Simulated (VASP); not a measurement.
Write the native input for VASP 6.6.1 that does the following.

* Task: single point
* Functional: PBEsol
* Potentials or basis: VASP PAW PBE potentials, release 64 (K_sv, F)
* Cutoff: 520 eV
* k mesh: 9 × 9 × 9
* Occupations: fermi-dirac, width 0.03 eV
* Spin: no spin polarisation
* Dipole correction: no
* Further INCAR settings: ALGO = Normal; EDIFF = 1e-06; NBANDS = 15

The structure of KF lies in POSCAR:

```
KF
1.0
    0.0000000000      2.4641391241      2.4641391241
    2.4641391241      0.0000000000      2.4641391241
    2.4641391241      2.4641391241      0.0000000000
K F
1 1
Direct
    0.0000000000      0.0000000000      0.0000000000
    0.5000000000      0.5000000000      0.5000000000
```

The input as run:

INCAR

```
SYSTEM = KF
  PREC = Accurate
  ENCUT = 520
  EDIFF = 1E-6
  ISMEAR = -1
  SIGMA = 0.03
  LREAL = .False.
  LASPH = .True.
  NELM = 60
  ALGO = Normal
  ISIF = 2
  LWAVE = .False.
  LCHARG = .False.
  GGA = PS
  NBANDS = 15
```

KPOINTS

```
Automatic mesh
0
Gamma
  9 9 9
  0 0 0
```

Potentials or basis: VASP PAW PBE potentials, release 64 (K_sv, F).

Command:

```console
$ cat potpaw_PBE.64/K_sv/POTCAR potpaw_PBE.64/F/POTCAR > POTCAR
$ mpirun -np 1 vasp_std > vasp.out
```

Results of the run:

```json
{
  "Pressure": "13.2 GPa",
  "Band gap on the k mesh": "7.39 eV (least direct gap 7.43 eV)"
}
```

Caveat: the cell stands under pressure; the PAW data sets were made with another functional, which shifts forces and pressure a little; an odd mesh through Γ misses points on the zone boundary, where band edges can lie.

It took 22 s on 1 thread of Intel Xeon 8259CL (shared host), peak memory 0.16 GiB.
